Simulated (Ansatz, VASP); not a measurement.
# Zr in VASP and in Ansatz

```xyz
2
Lattice="3.2313 0.0000 0.0000 -1.6157 2.7984 0.0000 0.0000 0.0000 5.1766" Properties=species:S:1:pos:R:3 pbc="T T T"
Zr    0.0000    1.8656    1.2942
Zr    1.6157    0.9328    3.8825
```

Alike in both runs: functional PBE; k mesh 12 × 12 × 7; occupations fermi-dirac, width 0.05 eV; no spin polarisation.

Ansatz relaxed the structure, and its values are those at the end. VASP's run is a single point on that final structure, the one shown.

|  | VASP | Ansatz |
| --- | --- | --- |
| version | VASP 6.6.1 | Ansatz 0.2.0 |
| potentials or method | VASP PAW PBE potentials, release 64 (Zr_sv), cutoff 520 eV | all-electron LAPW, scalar-relativistic |

```csv
,VASP,Ansatz,Ansatz less VASP
pressure (GPa),0.0,0.0,-0.01
```

Ansatz ran all-electron here, and VASP with PAW potentials.
